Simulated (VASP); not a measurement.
# Al (I4/mmm) in VASP: a series of runs

The runs below take Al through single point, with PBE.

Program: VASP 6.6.1. These are calculated values, not measurements. Logs are shortened: lines on timing, memory, paths and dates and some standing lists are left out, and cuts for length are marked.

## Step 1: The cell of the first run

Symmetry: I4/mmm, No. 139, tetragonal system. Conventional cell: a = 3.317 Å, b = 3.317 Å, c = 3.078 Å, α = 90.00°, β = 90.00°, γ = 90.00°. Al (site symmetry 4/mmm) has 14 Al at 2.81 to 3.32 Å within 3.7 Å.

## Step 2: Single point, PBE (volume 16.928 Å^3 an atom, c/a of the conventional cell 0.9280)

Input file INCAR:

```
PREC = Accurate
ENCUT = 520
EDIFF = 1E-6
ISMEAR = 0
SIGMA = 0.15
LREAL = False
LASPH = True
NELM = 80
ALGO = Normal
ISIF = 2
LWAVE = False
LCHARG = False
GGA = PE
NBANDS = 8
```

Input file KPOINTS:

```
Automatic mesh
0
Gamma
  22 22 22
```

Input file POSCAR:

```
Al
1.0
   -1.6583048848      1.6583048848      1.5389069331
    1.6583048848     -1.6583048848      1.5389069331
    1.6583048848      1.6583048848     -1.5389069331
Al
1
Direct
    0.0000000000      0.0000000000      0.0000000000
```

Potentials or basis: VASP PAW PBE potentials, release 64 (Al).

Started as:

```sh
$ cat potpaw_PBE.64/Al/POTCAR > POTCAR
$ mpirun -np 1 vasp_std > vasp.out
```

OUTCAR:

```text
PREC = Accurate
   ENCUT = 520
   EDIFF = 1E-6
   ISMEAR = 0
   LREAL = False
   LASPH = True
   NELM = 80
   ISIF = 2
   GGA = PE

 ion  position               nearest neighbor table
   1  0.000  0.000  0.000-

  LATTYP: Found a body centered tetragonal cell.
 ALAT       =     3.3166097696
 C/A-ratio  =     0.9280000000

  Lattice vectors:

 A1 = (  -1.6583048848,   1.6583048848,   1.5389069331)
 A2 = (   1.6583048848,  -1.6583048848,   1.5389069331)
 A3 = (   1.6583048848,   1.6583048848,  -1.5389069331)

Analysis of symmetry for initial positions (statically):
=====================================================================
 Subroutine PRICEL returns:
 Original cell was already a primitive cell.

 Routine SETGRP: Setting up the symmetry group for a
 body centered tetragonal supercell.

 Subroutine GETGRP returns: Found 16 space group operations
 (whereof 16 operations were pure point group operations)
 out of a pool of 16 trial point group operations.

The static configuration has the point symmetry D_4h.

Analysis of symmetry for dynamics (positions and initial velocities):
=====================================================================
 Subroutine PRICEL returns:
 Original cell was already a primitive cell.

 Routine SETGRP: Setting up the symmetry group for a
 body centered tetragonal supercell.

 Subroutine GETGRP returns: Found 16 space group operations
 (whereof 16 operations were pure point group operations)
 out of a pool of 16 trial point group operations.

The dynamic configuration has the point symmetry D_4h.

 Subroutine INISYM returns: Found 16 space group operations
 (whereof 16 operations are pure point group operations),
 and found     1 'primitive' translations

----------------------------------------------------------------------------------------

                                     Primitive cell

  volume of cell :      16.9278

  direct lattice vectors                    reciprocal lattice vectors
    -1.658304885  1.658304885  1.538906933     0.000000000  0.301512710  0.324905938
     1.658304885 -1.658304885  1.538906933     0.301512710  0.000000000  0.324905938
     1.658304885  1.658304885 -1.538906933     0.301512710  0.301512710  0.000000000

  length of vectors
     2.805028472  2.805028472  2.805028472     0.443253632  0.443253632  0.426403364

  position of ions in fractional coordinates (direct lattice)
     0.000000000  0.000000000  0.000000000

  ion indices of the primitive-cell ions
   primitive index   ion index
                 1           1

----------------------------------------------------------------------------------------

 KPOINTS: Automatic mesh

Automatic generation of k-mesh.
 Grid dimensions read from file:
 generate k-points for:   22   22   22

 Generating k-lattice:

  Cartesian coordinates                     Fractional coordinates (reciprocal lattice)
     0.000000000  0.013705123  0.014768452     0.045454545 -0.000000000  0.000000000
     0.013705123  0.000000000  0.014768452    -0.000000000  0.045454545  0.000000000
     0.013705123  0.013705123  0.000000000     0.000000000  0.000000000  0.045454545

  Length of vectors
     0.020147892  0.020147892  0.019381971

  Shift w.r.t. Gamma in fractional coordinates (k-lattice)
     0.000000000  0.000000000  0.000000000

 Subroutine IBZKPT returns following result:
 ===========================================

 Found    834 irreducible k-points:

 Following reciprocal coordinates:
            Coordinates               Weight
  0.000000  0.000000  0.000000      1.000000
  0.045455 -0.000000  0.000000      8.000000
  0.090909 -0.000000  0.000000      8.000000
  0.136364  0.000000  0.000000      8.000000
  0.181818 -0.000000  0.000000      8.000000
  0.227273 -0.000000  0.000000      8.000000
[... 16 lines left out ...]
  0.500000  0.045455  0.000000     16.000000
 -0.454545  0.045455  0.000000     16.000000
 [... further k-points ...]
   k-points           NKPTS =    834   k-points in BZ     NKDIM =    834   number of bands    NBANDS=      8
   number of dos      NEDOS =    301   number of ions     NIONS =      1
   total plane-waves  NPLWV =  13824
   dimension x,y,z NGX =    24 NGY =   24 NGZ =   24
   dimension x,y,z NGXF=    48 NGYF=   48 NGZF=   48
   ions per type =               1
   NGX,Y,Z   is equivalent  to a cutoff of  14.22, 14.22, 14.22 a.u.
   NGXF,Y,Z  is equivalent  to a cutoff of  28.45, 28.45, 28.45 a.u.
 SYSTEM =  unknown system
   PREC   = accura    normal or accurate (medium, high low for compatibility)
   ISTART =      0    job   : 0-new  1-cont  2-samecut
   ICHARG =      2    charge: 1-file 2-atom 10-const
   ISPIN  =      1    spin polarized calculation?
   LNONCOLLINEAR =      F non collinear calculations
   LSORBIT =      F    spin-orbit coupling
   LASPH  =      T    aspherical Exc in radial PAW
   ENCUT  =  520.0 eV  38.22 Ry    6.18 a.u.   5.22  5.22  5.22*2*pi/ulx,y,z
   NELM   =     80;   NELMIN=  2; NELMDL= -5     # of ELM steps
   EDIFF  = 0.1E-05   stopping-criterion for ELM
   LREAL  =      F    real-space projection
   EDIFFG = 0.1E-04   stopping-criterion for IOM
   NSW    =      0    number of steps for IOM
   IBRION =     -1    ionic relax: 0-MD 1-quasi-New 2-CG
   NFREE  =      0    steps in history (QN), initial steepest desc. (CG)
   ISIF   =      2    stress and relaxation
   ISYM   =      2    0-nonsym 1-usesym 2-fastsym
   POTIM  = 0.5000    time-step for ionic-motion
   TEBEG  =    0.0;   TEEND  =   0.0 temperature during run
   PSTRESS=    0.0 pullay stress
   NELECT =       3.0000    total number of electrons
   NUPDOWN=      -1.0000    fix difference up-down
   EMIN   =  10.00;   EMAX   =-10.00  energy-range for DOS
   EFERMI =   0.00;   METHOD = LEGACY
   ISMEAR =     0;   SIGMA  =   0.15  broadening in eV -4-tet -1-fermi 0-gaus
   EFERMI_NEDOS =   21; number of points for ismear=-14 and -15
   IALGO  =     38    algorithm
   IMIX   =      4    mixing-type and parameters
     AMIX     =   0.40;   BMIX     =  1.00
     AMIX_MAG =   1.60;   BMIX_MAG =  1.00
  volume/ion in A,a.u.               =      16.93       114.23
  Fermi-wavevector in a.u.,A,eV,Ry     =   0.919563  1.737722 11.505037  0.845596
  Thomas-Fermi vector in A             =   2.044771
   LORBIT       =      0    0 simple, 1 ext, 2 COOP (PROOUT), +10 PAW based schemes
   GGA     = PE    functional components
   LHFCALC =     F    Hartree Fock is set to
   AEXX    =    0.0000 exact exchange contribution
   IVDW    =     0    specifies the selected vdW correction
   LEPSILON=     F    determine dielectric tensor
   LRPA    =     F    only Hartree local field effects (RPA)
 non-spin polarized calculation
 Gauss-broadening in eV      SIGMA  =   0.15
  energy-cutoff  :      520.00
  volume of cell :       16.93
 maximum number of plane-waves:       472
 NGX is ok and might be reduce to    24
   NGX = 11   NGY = 11   NGZ = 11

 number of electron       3.0000000 magnetization

 Free energy of the ion-electron system (eV)
  ---------------------------------------------------
  ext. energy  EPLUGINS =         0.00000000
  ---------------------------------------------------
  free energy    TOTEN  =        -3.65854246 eV

  energy without entropy =       -3.65381342  energy(sigma->0) =       -3.65617794

 E-fermi :   7.7206     XC(G=0): -10.1078

 val. band max:        7.7189053700   @ k =   0.4545   0.1818   0.0909
 cond. band min:       7.7234242061   @ k =  -0.0909   0.4091   0.0455
 fundamental gap:      0.0045188361
 Fermi energy:         7.7206254349

 k-point     1 :       0.0000    0.0000    0.0000
  band No.  band energies     occupation
      1      -3.2198      2.00000
      2      19.7444      0.00000
      3      21.5209      0.00000
      4      21.5209      0.00000
      5      21.5736      0.00000
      6      21.5736      0.00000
      7      22.6589      0.00000
      8      22.8003      0.00000

 k-point     2 :       0.0455   -0.0000    0.0000
  band No.  band energies     occupation
      1      -3.1597      2.00000
      2      19.3576      0.00000
      3      20.5650      0.00000
      4      20.9895      0.00000
      5      21.3467      0.00000
      6      22.2855      0.00000
      7      22.6465      0.00000
      8      23.2649      0.00000

 k-point     3 :       0.0909   -0.0000    0.0000
  band No.  band energies     occupation
      1      -2.9795      2.00000
      2      18.6393      0.00000
      3      18.9347      0.00000
      4      20.2409      0.00000
      5      20.5852      0.00000
      6      22.6180      0.00000
      7      23.3520      0.00000
      8      23.5318      0.00000

 k-point     4 :       0.1364    0.0000    0.0000
  band No.  band energies     occupation
      1      -2.6796      2.00000
      2      17.0634      0.00000
      3      17.9136      0.00000
      4      19.4034      0.00000
      5      19.8664      0.00000
      6      21.9673      0.00000
      7      24.0198      0.00000
      8      24.5184      0.00000

 k-point     5 :       0.1818   -0.0000    0.0000
  band No.  band energies     occupation
      1      -2.2608      2.00000
      2      15.1598      0.00000
      3      17.2555      0.00000
      4      18.5857      0.00000
      5      19.2082      0.00000
      6      21.2767      0.00000
      7      24.4291      0.00000
      8      25.1021      0.00000

 k-point     6 :       0.2273   -0.0000    0.0000
  band No.  band energies     occupation
      1      -1.7240      2.00000
      2      13.2963      0.00000
      3      16.6858      0.00000
      4      17.8354      0.00000
      5      18.6224      0.00000
      6      20.6378      0.00000
      7      24.8159      0.00000
      8      25.8430      0.00000

 k-point     7 :       0.2727   -0.0000    0.0000
  band No.  band energies     occupation
      1      -1.0707      2.00000
      2      11.5025      0.00000
      3      16.2118      0.00000
      4      17.1736      0.00000
      5      18.1186      0.00000
      6      20.0710      0.00000
      7      25.2566      0.00000
      8      26.6754      0.00000

 k-point     8 :       0.3182   -0.0000    0.0000
  band No.  band energies     occupation
      1      -0.3024      2.00000
      2       9.7927      0.00000
      3      15.8368      0.00000
      4      16.6105      0.00000
      5      17.7028      0.00000
      6      19.5890      0.00000
      7      25.7715      0.00000
      8      27.5798      0.00000

 k-point     9 :       0.3636   -0.0000    0.0000
  band No.  band energies     occupation
      1       0.5789      2.00000
      2       8.1755      0.00002
      3      15.5623      0.00000
      4      16.1514      0.00000
      5      17.3784      0.00000
      6      19.2023      0.00000
      7      26.3589      0.00000
      8      28.5365      0.00000

 k-point    10 :       0.4091   -0.0000    0.0000
  band No.  band energies     occupation
      1       1.5700      2.00000
      2       6.6571      2.00000
      3      15.3877      0.00000
      4      15.8002      0.00000
      5      17.1465      0.00000
      6      18.9195      0.00000
      7      26.9964      0.00000
      8      29.4983      0.00000
[... 78 lines left out ...]
 k-point    18 :       0.2727    0.0455    0.0000
  band No.  band energies     occupation
      1      -0.6300      2.00000
      2      10.6103      0.00000
      3      15.8140      0.00000
      4      16.1789      0.00000
      5      18.6233      0.00000
      6      20.0027      0.00000
      7      24.5473      0.00000
      8      27.8385      0.00000

 k-point    19 :       0.3182    0.0455    0.0000
  band No.  band energies     occupation
      1       0.1991      2.00000
      2       8.9506      0.00000
      3      15.3107      0.00000
      4      15.8541      0.00000
      5      18.1935      0.00000
      6      19.6491      0.00000
      7      25.1011      0.00000
      8      28.8209      0.00000

 k-point    20 :       0.3636    0.0455    0.0000
  band No.  band energies     occupation
      1       1.1396      2.00000
      2       7.3865      1.99837
      3      14.9093      0.00000
      4      15.6330      0.00000
      5      17.8520      0.00000
      6      19.3955      0.00000
      7      25.7426      0.00000
      8      29.7477      0.00000

 k-point    21 :       0.4091    0.0455    0.0000
  band No.  band energies     occupation
      1       2.1868      2.00000
      2       5.9252      2.00000
      3      14.6128      0.00000
      4      15.5150      0.00000
      5      17.6042      0.00000
      6      19.2466      0.00000
      7      26.4550      0.00000
      8      30.4498      0.00000

 k-point    22 :       0.4545    0.0455    0.0000
  band No.  band energies     occupation
      1       3.3135      2.00000
      2       4.5950      2.00000
      3      14.4224      0.00000
      4      15.5000      0.00000
      5      17.4535      0.00000
      6      19.2050      0.00000
      7      27.1909      0.00000
      8      30.5089      0.00000

 k-point    23 :       0.5000    0.0455    0.0000
  band No.  band energies     occupation
      1       3.2300      2.00000
      2       4.6864      2.00000
      3      14.3385      0.00000
      4      15.5880      0.00000
      5      17.4029      0.00000
      6      19.2710      0.00000
      7      27.7926      0.00000
      8      30.0271      0.00000

 k-point    24 :      -0.4545    0.0455    0.0000
  band No.  band energies     occupation
      1       2.1051      2.00000
      2       6.0304      2.00000
      3      14.3609      0.00000
      4      15.7788      0.00000
      5      17.4545      0.00000
      6      19.4432      0.00000
      7      27.8829      0.00000
      8      29.2546      0.00000

 [... further k-points ...]
[... 5 lines left out ...]
  --------------------------------------------------------------------------------------
  -------------------------------------------------------------------------------------
  Total        0.0584493      0.0584493     -0.1410542      0.0000000      0.0000000      0.0000000
  in kB        5.5320889      5.5320889    -13.3504355      0.0000000      0.0000000      0.0000000
  external PRESSURE =      -0.7620859 kB  Pullay stress =       0.0000000 kB

 VOLUME and BASIS-vectors are now :
 -----------------------------------------------------------------------------
  energy-cutoff  :      520.00
  volume of cell :       16.93
      direct lattice vectors                 reciprocal lattice vectors
    -1.658304885  1.658304885  1.538906933     0.000000000  0.301512710  0.324905938
     1.658304885 -1.658304885  1.538906933     0.301512710  0.000000000  0.324905938
     1.658304885  1.658304885 -1.538906933     0.301512710  0.301512710  0.000000000

 POSITION                                       TOTAL-FORCE (eV/Angst)
 -----------------------------------------------------------------------------------
      0.00000      0.00000      0.00000        -0.000000      0.000000     -0.000000
 -----------------------------------------------------------------------------------
    total drift:                                0.000000     -0.000000     -0.000000

  FREE ENERGIE OF THE ION-ELECTRON SYSTEM (eV)
  ---------------------------------------------------
  free  energy   TOTEN  =        -3.6585424589 eV

  energy  without entropy=       -3.6538134193  energy(sigma->0) =       -3.65617794
```

Wall time 34 s (1 thread of Intel Xeon Platinum 8375C at 2.90GHz (Ice Lake), shared host); peak memory 0.21 GiB.

What came out:

- Free energy: -3.6585 eV
- Pressure: -0.1 GPa

Levels at points of the mesh, in eV from the Fermi level:
```csv
k point,band 1,band 2,band 3,band 4
"(0.00, 0.00, 0.00)",-10.94,12.02,13.80,13.80
"(0.50, 0.00, 0.00)",-4.08,-3.56,7.57,7.75
"(0.50, 0.50, 0.00)",-4.43,-4.27,9.00,9.34
"(0.50, 0.50, 0.50)",1.18,1.18,2.66,2.92
```

(Continued in part 2 of 2.)
